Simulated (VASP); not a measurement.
Input of a VASP 6.6.1 run:

File INCAR:

```
SYSTEM = BN
  PREC = Accurate
  ENCUT = 520
  EDIFF = 1E-6
  ISMEAR = 0
  SIGMA = 0.02
  LREAL = .False.
  LASPH = .True.
  NELM = 60
  ALGO = Normal
  ISIF = 2
  LWAVE = .False.
  LCHARG = .False.
  GGA = PS
  NBANDS = 16
```

Contents of KPOINTS:

```
Automatic mesh
0
Gamma
  9 9 6
  0 0 0
```

File POSCAR:

```
BN
1.0
    2.5118406711      0.0000000000      0.0000000000
   -1.2559203355      2.1753178314      0.0000000000
    0.0000000000      0.0000000000      4.1606277799
B N
2 2
Direct
    0.3333333333      0.6666666667     -0.0000934330
    0.6666666667      0.3333333333      0.4999065670
    0.3333333333      0.6666666667      0.3740934330
    0.6666666667      0.3333333333      0.8740934330
```

Potentials or basis: VASP PAW PBE potentials, release 64 (B, N).

The run is started by

```console
$ cat potpaw_PBE.64/B/POTCAR potpaw_PBE.64/N/POTCAR > POTCAR
$ mpirun -np 1 vasp_std > vasp.out
```

(1) What does it give for the band gap on the k mesh?

(2) Estimate the largest force.

## Answers

(1) 4.86 eV, indirect (least direct gap 8.37 eV).

(2) 0.004 eV/Å.

Caveat: the cell differs from its parent crystal (strained cell); the PAW data sets were made with another functional, which shifts forces and pressure a little.
